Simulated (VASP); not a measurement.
AlN:

```
Al N
1.0
     0.00000    2.22683    2.22683
     2.22683    0.00000    2.22683
     2.22683    2.22683    0.00000
Al N
1 1
Direct
  0.00000 0.00000 0.00000
  0.25000 0.25000 0.25000
```

Base run:

* Program: VASP 6.6.1
* Functional: PBE
* Dispersion: D4
* Potentials or basis: VASP PAW PBE potentials, release 64 (Al, N)
* Cutoff: 600 eV
* k mesh: 10 × 10 × 10
* Occupations: fermi-dirac, width 0.05 eV
* Spin: no spin polarisation

Its results: band gap on the k mesh 3.29 eV, indirect (least direct gap 3.69 eV); pressure -10.7 GPa.

Problem. After a change of settings the same cell gave: band gap on the k mesh 3.32 eV, indirect (least direct gap 3.72 eV); pressure -13.2 GPa. Which change was it?
A. functional from PBE to PBE exchange alone; dispersion from D4 to none
B. functional from PBE to BLYP; dispersion from D4 to none; cutoff from 600 eV to 520 eV
C. functional from PBE to r2SCAN; cutoff from 600 eV to 520 eV
D. functional from PBE to revPBE

Solution. D.

Caveats: the PAW data sets were made with another functional, which shifts forces and pressure a little (some runs).
